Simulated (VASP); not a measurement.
# Ti8Al23 (a cell with a defect) (vacancy hop of Al) in VASP: further runs, part 2 of 2

VASP 6.6.1. The steps go on from the part before.

## Step 3: Single point, PBE

Contents of INCAR:

```
PREC = Accurate ; ENCUT = 520
EDIFF = 1E-6 ; ISMEAR = 1
SIGMA = 0.1 ; LREAL = Auto
LASPH = T ; NELM = 80
ALGO = Normal ; ISIF = 2
LWAVE = F ; LCHARG = F
GGA = PE ; NBANDS = 104
```

Contents of KPOINTS:

```
regular mesh
0
Gamma
  1 1 1
```

Contents of POSCAR:

```
Ti8Al23
1.0
    7.6895028900      0.0000000000      0.0000000000
    0.0000000000      7.6895028900      0.0000000000
    0.0000000000      0.0000000000      8.6237151300
Ti Al
8 23
Direct
   -0.0102628221      0.0005502306     -0.0030285091
    0.2467921564      0.2589326031      0.5087685451
    0.0030589754      0.4981554796     -0.0005315574
    0.2515132678      0.7388645380      0.5040034294
    0.5100338807     -0.0043217358     -0.0077148884
    0.7534693832      0.2447688787      0.5018493694
    0.4958286712      0.5027252158     -0.0009094688
    0.7491736569      0.7520352203      0.5015672404
    0.0084813025     -0.0025523106      0.4915333979
    0.2501126572      0.2439841726     -0.0054916007
    0.0057884106      0.2454196360      0.2500533665
    0.2492612367     -0.0015532864      0.7506626671
   -0.0011340135      0.2497759644      0.7505532015
    0.4357899396      0.1840799100      0.2508994056
   -0.0047598656      0.5013355291      0.4966136909
    0.2483838068      0.7575600248      0.0095913419
    0.0068208571      0.7557526258      0.2505097823
    0.2505412934      0.5009015609      0.7522159420
    0.0006736456      0.7495886382      0.7504654203
    0.2539779265      0.4990638608      0.2496473930
    0.4949538422     -0.0009402428      0.5075600172
    0.7465755696      0.2541687061      0.0076051909
    0.7519502994     -0.0003450158      0.7487834307
    0.5021266076      0.2512386077      0.7506329815
    0.7502470683      0.0028536305      0.2514525315
    0.5051066442      0.4956856190      0.4935714986
    0.7524261429      0.7442022042      0.0044175856
    0.4964620021      0.7548205759      0.2510431951
    0.7508723363      0.4998428448      0.7504966134
    0.5007172837      0.7477876115      0.7504912793
    0.7462410876      0.4952506104      0.2505031726
```

Potentials or basis: VASP PAW PBE potentials, release 64 (Ti_sv, Al).

Launch:

```bash
$ cat potpaw_PBE.64/Ti_sv/POTCAR potpaw_PBE.64/Al/POTCAR > POTCAR
$ mpirun -np 1 vasp_gam > vasp.out
```

OUTCAR:

```text
PREC = Accurate
   ENCUT = 520
   EDIFF = 1E-6
   ISMEAR = 1
   LREAL = Auto
   LASPH = T
   NELM = 80
   ISIF = 2
   GGA = PE

 ion  position               nearest neighbor table
   1  0.990  0.001  0.997-  27 2.69  22 2.70  16 2.73  10 2.74  23 2.81  13 2.86  25 2.86  19 2.87
                            11 2.89  17 2.89  12 2.91
   2  0.247  0.259  0.509-  15 2.69  26 2.70  14 2.72   9 2.72  21 2.76  18 2.81  13 2.83  24 2.87
                            12 2.89  20 2.90  11 2.90
   3  0.003  0.498  0.999-  27 2.70  22 2.72  10 2.73  16 2.75  18 2.86  13 2.87  19 2.89  29 2.89
[... 388 lines left out ...]
  Total      -13.5434215    -13.5825038     16.7744508     -0.1983724     -0.7323461      0.7279054
  in kB      -42.5547502    -42.6775508     52.7069593     -0.6233053     -2.3011029      2.2871496
  external PRESSURE =     -10.8417806 kB  Pullay stress =       0.0000000 kB

 VOLUME and BASIS-vectors are now :
 -----------------------------------------------------------------------------
  energy-cutoff  :      520.00
  volume of cell :      509.91
      direct lattice vectors                 reciprocal lattice vectors
     7.689502890  0.000000000  0.000000000     0.130047418  0.000000000  0.000000000
     0.000000000  7.689502890  0.000000000     0.000000000  0.130047418  0.000000000
     0.000000000  0.000000000  8.623715130     0.000000000  0.000000000  0.115959303

 POSITION                                       TOTAL-FORCE (eV/Angst)
 -----------------------------------------------------------------------------------
      7.61059      0.00423      8.59760        -0.056970     -0.033792     -0.011051
      1.89771      1.99106      4.38748         0.008595      0.004898     -0.024037
      0.02352      3.83057      8.61913        -0.004252     -0.014099      0.006296
      1.93401      5.68150      4.34638        -0.034799     -0.044602      0.013997
      3.92191      7.65627      8.55718         0.008949      0.001228      0.015094
      5.79380      1.88215      4.32781        -0.048371     -0.022680     -0.002090
[... 23 lines left out ...]
      3.85027      5.75011      6.47202        -0.018879     -0.017554      0.005570
      5.73822      3.80823      2.16027        -0.013856     -0.013711      0.001876
 -----------------------------------------------------------------------------------
    total drift:                                0.005488     -0.000748     -0.031175

  FREE ENERGIE OF THE ION-ELECTRON SYSTEM (eV)
  ---------------------------------------------------
  free  energy   TOTEN  =      -157.0205566217 eV

  energy  without entropy=     -157.0093395947  energy(sigma->0) =     -157.01681761
```

It took 71 s on 1 thread of AMD EPYC 9R45 (Zen 5), shared host; peak memory 0.44 GiB.

Results:

```
Free energy   : -157.0206 eV
Pressure      : -1.1 GPa
Largest force : 0.667 eV/Å
```

Forces on the atoms (eV/Å):
```
Ti  -0.057 -0.034 -0.011
Ti   0.009  0.005 -0.024
Ti  -0.004 -0.014  0.006
Ti  -0.035 -0.045  0.014
Ti   0.009  0.001  0.015
Ti  -0.048 -0.023 -0.002
Ti  -0.031 -0.045  0.016
Ti  -0.014 -0.009 -0.004
Al   0.007 -0.008 -0.006
Al  -0.030 -0.050  0.039
Al   0.007 -0.020  0.005
Al  -0.014 -0.015 -0.001
Al  -0.022 -0.021 -0.006
Al   0.464  0.478 -0.007
Al  -0.032 -0.028  0.004
Al  -0.009  0.004  0.009
Al  -0.002 -0.001  0.003
Al  -0.005 -0.013  0.013
Al  -0.011 -0.012  0.001
Al  -0.014 -0.001 -0.002
Al  -0.045 -0.037 -0.055
Al  -0.001 -0.003 -0.012
Al  -0.013 -0.010 -0.007
Al  -0.013 -0.012 -0.001
Al   0.002 -0.016  0.000
Al  -0.004 -0.005  0.012
Al  -0.028 -0.028 -0.004
Al  -0.020  0.008 -0.002
Al  -0.014 -0.016 -0.001
Al  -0.019 -0.018  0.006
Al  -0.014 -0.014  0.002
```

Caveat: the k points lie up to 0.82 Å⁻¹ apart.
